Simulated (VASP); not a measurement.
A run of VASP 6.6.1 is set up as follows.

File INCAR:

```
ALGO = Normal ; EDIFF = 1E-6
ENCUT = 520 ; GGA = PS
ISIF = 2 ; ISMEAR = 0
LASPH = T ; LCHARG = F
LREAL = F ; LWAVE = F
NBANDS = 13 ; NELM = 100
PREC = Accurate ; SIGMA = 0.15
```

File KPOINTS:

```
k-points
0
Gamma
  18 18 18
```

The input POSCAR:

```
Mo
1.0
    2.6534450853      0.0000000000      0.0000000000
   -1.3267225426      2.2979508514      0.0000000000
    0.0000000000      0.0000000000      2.4785252790
Mo
1
Direct
    0.0000000000      0.0000000000      0.5000000000
```

Potentials or basis: VASP PAW PBE potentials, release 64 (Mo_sv).

Command:

```console
$ cat potpaw_PBE.64/Mo_sv/POTCAR > POTCAR
$ mpirun -np 1 vasp_std > vasp.out
```

Q: Predict the pressure.

A: 20.4 GPa.

Q: Estimate the band gap on the k mesh.

A: Zero (band 7 reaches 13.91 eV, above the bottom of band 8 at 11.79 eV).

Stress tensor (GPa, compression positive):
```
23.44  0.00  0.00
 0.00 23.44  0.00
 0.00  0.00 14.24
```

Caveat: the cell differs from its parent crystal (strain -0.030 along x and y, -0.030 along z); the PAW data sets were made with another functional, which shifts forces and pressure a little.
